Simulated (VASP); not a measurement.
Wanted: the native input for a VASP 6.6.1 run.

```yaml
Task: single point
Functional: PBE
Potentials_or_basis: VASP PAW PBE potentials, release 64 (Ba_sv, Ti_sv, O)
Cutoff: 520 eV
k_mesh: 6 × 6 × 6
Occupations: gaussian, width 0.02 eV
Spin: no spin polarisation
Dipole_correction: no
Further_INCAR_settings: ALGO = Normal; EDIFF = 1e-06; NBANDS = 28
```

The structure of BaTiO3 lies in POSCAR:

```
BaTiO3
1.0
    3.9725052732      0.0000000000      0.0000000000
    0.0000000000      2.8904444992      2.9153853940
    0.0000000000     -2.8904444992      2.9153853940
Ba Ti O
1 1 3
Direct
    0.0000000000      0.0082750956      0.0082750956
    0.5000000000      0.5244580659      0.5244580659
    0.5000000000      0.9731675967      0.4899429160
    0.5000000000      0.4899429160      0.9731675967
    0.0000000000      0.4840563259      0.4840563259
```

The input as run:

INCAR

```
  ALGO = Normal
  EDIFF = 1E-6
  ENCUT = 520
  GGA = PE
  ISIF = 2
  ISMEAR = 0
  LASPH = True
  LCHARG = True
  LELF = True
  LREAL = False
  LVHAR = True
  LWAVE = False
  NBANDS = 28
  NELM = 60
  PREC = Accurate
  SIGMA = 0.02
```

KPOINTS

```
k-points
0
Gamma
  6 6 6
```

Potentials or basis: VASP PAW PBE potentials, release 64 (Ba_sv, Ti_sv, O).

Command:

```sh
$ cat potpaw_PBE.64/Ba_sv/POTCAR potpaw_PBE.64/Ti_sv/POTCAR potpaw_PBE.64/O/POTCAR > POTCAR
$ mpirun -np 1 vasp_std > vasp.out
```

It gave:

* Pressure: 1.6 GPa
* Largest force: 0.088 eV/Å
* Band gap on the k mesh: 2.35 eV, indirect (least direct gap 2.89 eV)

Caveat: spin-orbit coupling is left out, which moves the levels of the heavy elements.

Run time: 2.7 min on 1 thread of Intel Xeon 8259CL (shared host), peak memory 0.25 GiB.
